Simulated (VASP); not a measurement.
Set up this calculation in VASP 6.6.1, as the native input.

| Quantity | Value |
| --- | --- |
| Task | single point |
| Functional | PBE |
| Potentials or basis | VASP PAW PBE potentials, release 64 (Sb, Mn_pv) |
| Cutoff | 500 eV |
| k mesh | 7 × 7 × 5 |
| Occupations | gaussian, width 0.03 eV |
| Spin | collinear spin, ferromagnetic start |
| Starting moments | [0.0, 0.0, 4.0, 4.0] μB |
| Dipole correction | no |
| Further INCAR settings | ALGO = Normal; EDIFF = 1e-06; NBANDS = 30 |

The structure of MnSb lies in POSCAR:

```
MnSb
1.0
    4.1500000000      0.0000000000      0.0000000000
   -2.0750000000      3.5940054257      0.0000000000
    0.0000000000      0.0000000000      5.7800000000
Sb Mn
2 2
Direct
    0.6666666667      0.3333333333      0.7500000000
    0.3333333333      0.6666666667      0.2500000000
    0.0000000000      0.0000000000      0.5000000000
    0.0000000000      0.0000000000      0.0000000000
```

These files were run (other wordings do the same):

INCAR

```
PREC = Accurate
ENCUT = 500
EDIFF = 1E-6
ISMEAR = 0
SIGMA = 0.03
LREAL = False
LASPH = True
NELM = 200
ALGO = Normal
ISIF = 2
LWAVE = False
LCHARG = False
ISPIN = 2
MAGMOM = 0 0 4 4
LORBIT = 11
LMAXMIX = 4
GGA = PE
NBANDS = 30
GGA_COMPAT = False
```

KPOINTS

```
Automatic mesh
0
Gamma
  7 7 5
```

Potentials or basis: VASP PAW PBE potentials, release 64 (Sb, Mn_pv).

Command:

```bash
$ cat potpaw_PBE.64/Sb/POTCAR potpaw_PBE.64/Mn_pv/POTCAR > POTCAR
$ mpirun -np 1 vasp_std > vasp.out
```

It gave:

* Pressure: -3.4 GPa
* Net moment: 6.68 μB per cell
* Site moments: Sb -0.13; Mn +3.39 μB
* Valence electrons inside the program's atomic spheres: Sb 2.44; Mn 11.51

Caveat: the cell stands under tension; the run started ferromagnetic, and an antiferromagnetic order may lie lower in energy.

Wall time 2.1 min on 1 thread of Intel(R) Xeon(R) Platinum 8488C (Sapphire Rapids), on a shared host, peak memory 0.26 GiB.
